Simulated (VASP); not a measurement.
# Hg2Se (Fm-3m) in VASP: notebook, part 2 of 3

VASP 6.6.1. The steps go on from the part before.

### 4 Relaxation of cell and atoms, PBE

INCAR reads:

```
SYSTEM = Hg2Se
ALGO = Normal
EDIFF = 1E-6
EDIFFG = -0.01
ENCUT = 600
GGA = PE
IBRION = 2
ISIF = 3
ISMEAR = 0
LASPH = .True.
LCHARG = .False.
LREAL = .False.
LWAVE = .False.
NELM = 100
NSW = 100
PREC = Accurate
SIGMA = 0.1
```

KPOINTS reads:

```
k-points
0
Gamma
  12 12 12
  0 0 0
```

POSCAR reads:

```
Hg2Se
1.0
    0.0000000000      3.4898916386      3.4898916386
    3.4898916386      0.0000000000      3.4898916386
    3.4898916386      3.4898916386      0.0000000000
Hg Se
2 1
Direct
    0.2500000000      0.2500000000      0.2500000000
    0.7500000000      0.7500000000      0.7500000000
    0.0000000000      0.0000000000      0.0000000000
```

Potentials or basis: VASP PAW PBE potentials, release 64 (Hg, Se).

On the command line:

```console
$ cat potpaw_PBE.64/Hg/POTCAR potpaw_PBE.64/Se/POTCAR > POTCAR
$ mpirun -np 1 vasp_std > vasp.out
```

OUTCAR:

```text
SYSTEM = Hg2Se
   EDIFF = 1E-6
   EDIFFG = -0.01
   ENCUT = 600
   GGA = PE
   IBRION = 2
   ISIF = 3
   ISMEAR = 0
   LASPH = .True.
   LREAL = .False.
   NELM = 100
   NSW = 100
   PREC = Accurate

 ion  position               nearest neighbor table
   1  0.250  0.250  0.250-   3 3.02   3 3.02   3 3.02   3 3.02   2 3.49   2 3.49   2 3.49   2 3.49
                             2 3.49   2 3.49
   2  0.750  0.750  0.750-   3 3.02   3 3.02   3 3.02   3 3.02   1 3.49   1 3.49   1 3.49   1 3.49
                             1 3.49   1 3.49
   3  0.000  0.000  0.000-   2 3.02   1 3.02   2 3.02   1 3.02   2 3.02   2 3.02   1 3.02   1 3.02

  LATTYP: Found a face centered cubic cell.
 ALAT       =     6.9797832772

  Lattice vectors:

 A1 = (   0.0000000000,   3.4898916386,   3.4898916386)
 A2 = (   3.4898916386,   0.0000000000,   3.4898916386)
 A3 = (   3.4898916386,   3.4898916386,   0.0000000000)

Analysis of symmetry for initial positions (statically):
=====================================================================
 Subroutine PRICEL returns:
 Original cell was already a primitive cell.

 Routine SETGRP: Setting up the symmetry group for a
 face centered cubic supercell.

 Subroutine GETGRP returns: Found 48 space group operations
 (whereof 48 operations were pure point group operations)
 out of a pool of 48 trial point group operations.

The static configuration has the point symmetry O_h .

Analysis of symmetry for dynamics (positions and initial velocities):
=====================================================================
 Subroutine PRICEL returns:
 Original cell was already a primitive cell.

 Routine SETGRP: Setting up the symmetry group for a
 face centered cubic supercell.

 Subroutine GETGRP returns: Found 48 space group operations
 (whereof 48 operations were pure point group operations)
 out of a pool of 48 trial point group operations.

The dynamic configuration has the point symmetry O_h .

 Subroutine INISYM returns: Found 48 space group operations
 (whereof 48 operations are pure point group operations),
 and found     1 'primitive' translations

----------------------------------------------------------------------------------------

                                     Primitive cell

  volume of cell :      85.0092

  direct lattice vectors                    reciprocal lattice vectors
     0.000000000  3.489891639  3.489891639    -0.143270924  0.143270924  0.143270924
     3.489891639  0.000000000  3.489891639     0.143270924 -0.143270924  0.143270924
     3.489891639  3.489891639  0.000000000     0.143270924  0.143270924 -0.143270924

  length of vectors
     4.935452087  4.935452087  4.935452087     0.248152520  0.248152520  0.248152520

  position of ions in fractional coordinates (direct lattice)
     0.250000000  0.250000000  0.250000000
     0.750000000  0.750000000  0.750000000
     0.000000000  0.000000000  0.000000000

[... 107 lines left out ...]
   LRPA    =     F    only Hartree local field effects (RPA)
 conjugate gradient relaxation of ions
 non-spin polarized calculation
 Gauss-broadening in eV      SIGMA  =   0.10
  energy-cutoff  :      600.00
  volume of cell :       85.01
 maximum number of plane-waves:      2874
   NGX = 19   NGY = 19   NGZ = 19

--------------------------------------- Ionic step        1  -------------------------------------------

 number of electron      30.0000003 magnetization

 Free energy of the ion-electron system (eV)
  ---------------------------------------------------
  ext. energy  EPLUGINS =         0.00000000
  ---------------------------------------------------
  free energy    TOTEN  =        -3.56796552 eV

  energy without entropy =       -3.56103488  energy(sigma->0) =       -3.56450020

------------------------ aborting loop because EDIFF is reached ----------------------------------------

  FORCE on cell =-STRESS in cart. coord.  units (eV):
  Direction    XX          YY          ZZ          XY          YZ          ZX
  --------------------------------------------------------------------------------------
  -------------------------------------------------------------------------------------
  Total        0.0801155      0.0801155      0.0801155      0.0000000     -0.0000000      0.0000000
  in kB        1.5099454      1.5099454      1.5099454      0.0000000     -0.0000000      0.0000000
  external PRESSURE =       1.5099454 kB  Pullay stress =       0.0000000 kB

 VOLUME and BASIS-vectors are now :
 -----------------------------------------------------------------------------
  energy-cutoff  :      600.00
  volume of cell :       85.01
      direct lattice vectors                 reciprocal lattice vectors
     0.000000000  3.489891639  3.489891639    -0.143270924  0.143270924  0.143270924
     3.489891639  0.000000000  3.489891639     0.143270924 -0.143270924  0.143270924
     3.489891639  3.489891639  0.000000000     0.143270924  0.143270924 -0.143270924

 POSITION                                       TOTAL-FORCE (eV/Angst)
 -----------------------------------------------------------------------------------
      1.74495      1.74495      1.74495         0.000000      0.000000      0.000000
      5.23484      5.23484      5.23484        -0.000000     -0.000000     -0.000000
      0.00000      0.00000      0.00000        -0.000000     -0.000000      0.000000
 -----------------------------------------------------------------------------------
    total drift:                               -0.000000     -0.000000      0.000000

  FREE ENERGIE OF THE ION-ELECTRON SYSTEM (eV)
  ---------------------------------------------------
  free  energy   TOTEN  =        -3.5679655187 eV

  energy  without entropy=       -3.5610348845  energy(sigma->0) =       -3.56450020

--------------------------------------- Ionic step        2  -------------------------------------------

 number of electron      30.0000003 magnetization

 Free energy of the ion-electron system (eV)
  ---------------------------------------------------
  ext. energy  EPLUGINS =         0.00000000
  ---------------------------------------------------
  free energy    TOTEN  =        -3.56813556 eV

  energy without entropy =       -3.56119659  energy(sigma->0) =       -3.56466607

 E-fermi :   1.7181     XC(G=0):  -9.3494

 val. band max:        1.6956363755   @ k =   0.5000   0.3333   0.1667
 cond. band min:       1.7322577883   @ k =  -0.0833   0.0833   0.0000
 fundamental gap:      0.0366214128
 Fermi energy:         1.7180506809

 k-point     1 :       0.0000    0.0000    0.0000
  band No.  band energies     occupation
      1     -11.4662      2.00000
      2      -5.1813      2.00000
      3      -5.1813      2.00000
      4      -5.1813      2.00000
      5      -5.0222      2.00000
      6      -5.0222      2.00000
[... 505 lines left out ...]
      6      -4.5922      2.00000
[... 11 lines left out ...]
     18       5.9987      0.00000
     19       6.9022      0.00000

 [... further k-points ...]

------------------------ aborting loop because EDIFF is reached ----------------------------------------

  FORCE on cell =-STRESS in cart. coord.  units (eV):
  Direction    XX          YY          ZZ          XY          YZ          ZX
  --------------------------------------------------------------------------------------
  -------------------------------------------------------------------------------------
  Total        0.0112169      0.0112169      0.0112169     -0.0000000      0.0000000      0.0000000
  in kB        0.2105906      0.2105906      0.2105906     -0.0000000      0.0000000      0.0000000
  external PRESSURE =       0.2105906 kB  Pullay stress =       0.0000000 kB

 VOLUME and BASIS-vectors are now :
 -----------------------------------------------------------------------------
  energy-cutoff  :      600.00
  volume of cell :       85.34
      direct lattice vectors                 reciprocal lattice vectors
    -0.000000000  3.494387764  3.494387764    -0.143086582  0.143086582  0.143086582
     3.494387764 -0.000000000  3.494387764     0.143086582 -0.143086582  0.143086582
     3.494387764  3.494387764  0.000000000     0.143086582  0.143086582 -0.143086582

 POSITION                                       TOTAL-FORCE (eV/Angst)
 -----------------------------------------------------------------------------------
      1.74719      1.74719      1.74719         0.000000     -0.000000      0.000000
      5.24158      5.24158      5.24158         0.000000      0.000000      0.000000
      3.49439      3.49439      0.00000        -0.000000     -0.000000     -0.000000
 -----------------------------------------------------------------------------------
    total drift:                                0.000000     -0.000000      0.000000

  FREE ENERGIE OF THE ION-ELECTRON SYSTEM (eV)
  ---------------------------------------------------
  free  energy   TOTEN  =        -3.5681355618 eV

  energy  without entropy=       -3.5611965851  energy(sigma->0) =       -3.56466607

 reached required accuracy - stopping structural energy minimisation
```

OSZICAR:

```text
N       E                     dE             d eps       ncg     rms          rms(c)
DAV:   1     0.222048058746E+03    0.22205E+03   -0.15736E+04  2736   0.162E+03
DAV:   2     0.643782369560E+01   -0.21561E+03   -0.20691E+03  2877   0.359E+02
DAV:   3    -0.370776030502E+01   -0.10146E+02   -0.99644E+01  3268   0.737E+01
DAV:   4    -0.382282107886E+01   -0.11506E+00   -0.11128E+00  2859   0.659E+00
[... 11 lines left out ...]
DAV:   2    -0.356856997542E+01    0.40461E-02   -0.11397E-02  2742   0.127E+00    0.147E-01
DAV:   3    -0.356818687889E+01    0.38310E-03   -0.11682E-03  2760   0.313E-01    0.147E-01
DAV:   4    -0.356814044102E+01    0.46438E-04   -0.94519E-05  2798   0.694E-02    0.174E-02
DAV:   5    -0.356813600262E+01    0.44384E-05   -0.29860E-05  2929   0.608E-02    0.782E-03
DAV:   6    -0.356813556177E+01    0.44085E-06   -0.46525E-06  2690   0.254E-02
   2 F= -.35681356E+01 E0= -.35646661E+01  d E =-.170043E-03
```

Wall time 3.7 min (1 thread of AMD EPYC 7R43 (Zen 3), shared host); peak memory 0.29 GiB.

What came out:

```yaml
Free_energy: -3.5681 eV
Relaxed_volume: 28.45 Å³/atom
Relaxed_cell: a = 4.942 Å, b = 4.942 Å, c = 4.942 Å, α = 60.00°, β = 60.00°, γ = 60.00°
Space_group_after_relaxing_to_0.05_Å: Fm-3m (No. 225)
Energy_gained_by_relaxing: 0.1 meV/atom
Ionic_steps: 2
Pressure_after_relaxing: 0.0 GPa
Band_gap_on_the_k_mesh: zero (band 15 reaches 2.49 eV, above the bottom of band 16 at 1.16 eV)
```

The path:
```
step  energy change (eV)  largest force (eV/Å)  pressure (GPa)  volume (Å³)
   1              0.0000                0.0000            0.15        85.01
   2             -0.0002                0.0000            0.02        85.34
```

Final structure:
```cif
data_structure
_symmetry_space_group_name_H-M 'P 1'
_symmetry_Int_Tables_number 1
_cell_length_a 4.9418
_cell_length_b 4.9418
_cell_length_c 4.9418
_cell_angle_alpha 60.000
_cell_angle_beta 60.000
_cell_angle_gamma 60.000
_cell_volume 85.34
loop_
_atom_site_label
_atom_site_type_symbol
_atom_site_fract_x
_atom_site_fract_y
_atom_site_fract_z
_atom_site_occupancy
Hg1 Hg 0.25000 0.25000 0.25000 1
Hg2 Hg 0.75000 0.75000 0.75000 1
Se1 Se 0.00000 0.00000 0.00000 1
```

Levels at points of the mesh, in eV from the Fermi level:
| k point | band 13 | band 14 | band 15 | band 16 | band 17 | band 18 |
| --- | --- | --- | --- | --- | --- | --- |
| (0.00, 0.00, 0.00) | -1.26 | -1.26 | -1.26 | 0.60 | 2.68 | 2.68 |
| (0.50, 0.00, 0.00) | -2.83 | -1.77 | -1.77 | 1.95 | 3.74 | 3.74 |
| (0.50, 0.50, 0.00) | -2.90 | -2.90 | -1.70 | 1.02 | 2.17 | 5.62 |

Caveat: spin-orbit coupling is left out, which moves the levels of the heavy elements.

(Continued in part 3 of 3.)
